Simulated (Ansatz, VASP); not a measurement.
One calculation of WSe2, two programs

Contents of INCAR:

```
SYSTEM = WSe2
PREC = Accurate
ENCUT = 520
EDIFF = 1E-7
ISMEAR = 0
SIGMA = 0.05
LREAL = .FALSE.
LASPH = .TRUE.
NELM = 100
ALGO = Normal
ISIF = 2
LWAVE = .FALSE.
LCHARG = .FALSE.
GGA = PE
IVDW = 12
NBANDS = 35
```

The input KPOINTS:

```
regular mesh
0
G
  12 12 2
  0 0 0
```

File POSCAR:

```
WSe2
1.0
    3.2790275604      0.0000000000      0.0000000000
   -1.6395137802      2.8397211670      0.0000000000
    0.0000000000      0.0000000000     12.7886113462
W Se
2 4
Direct
    0.3685480583      0.7370961167      0.2421805427
    0.6666666667      0.3333333333      0.7500000000
    0.3333333333      0.6666666667      0.6182912225
    0.6666666667      0.3333333333      0.1182912225
    0.3333333333      0.6666666667      0.8817087775
    0.6666666667      0.3333333333      0.3817087775
```

Input for Ansatz:

```yaml
crystal:
  lattice:
    - [3.2790275604, 0.0, 0.0]
    - [-1.6395137802, 2.839721167, 0.0]
    - [0.0, 0.0, 12.7886113462]
  atoms:
    - { symbol: W, position: [0.3685480583, 0.7370961167, 0.2421805427] }
    - { symbol: W, position: [0.6666666667, 0.3333333333, 0.75] }
    - { symbol: Se, position: [0.3333333333, 0.6666666667, 0.6182912225] }
    - { symbol: Se, position: [0.6666666667, 0.3333333333, 0.1182912225] }
    - { symbol: Se, position: [0.3333333333, 0.6666666667, 0.8817087775] }
    - { symbol: Se, position: [0.6666666667, 0.3333333333, 0.3817087775] }
basis:
  ecutwfc: 420
kpoints:
  mp_grid: { grid: [12, 12, 2] }
hamiltonian:
  xc: pbe
  dispersion: d3bj
scf:
  occupations: { method: gaussian, width: 0.05 }
output:
  forces: true
  stress: true
  eigenvalues: true
```

Alike in both runs: task single point; functional PBE; dispersion D3(BJ); k mesh 12 × 12 × 2; occupations gaussian, width 0.05 eV; no spin polarisation.

|  | VASP | Ansatz |
| --- | --- | --- |
| version | VASP 6.6.1 | Ansatz 0.2.0 |
| potentials or method | VASP PAW PBE potentials, release 64 (W_sv, Se), cutoff 520 eV | scalar-relativistic, plane waves, PAW |
| valence electrons in the cell | 52 | 92 |

|  | VASP | Ansatz | Ansatz less VASP |
| --- | --- | --- | --- |
| gap on the k mesh at the Fermi level (eV) | 0.74 | 0.74 | +0.006 |
| least direct gap on the mesh (eV) | 1.49 | 1.49 | +0.002 |
| pressure (GPa) | 2.0 | 1.6 | -0.34 |
| traceless stress, the component that is largest in VASP (GPa) | -2.69 | -2.62 | +0.075 |
| rms of the force components (eV/Å) | 1.471 | 1.462 | -0.0092 |

Atom by atom the forces differ by 0.024 eV/Å (rms over components). VASP's potentials hold 52 valence electrons a cell and Ansatz's 92, so a difference there can come from the potentials and not from the codes.

Neither program's run includes spin-orbit coupling.
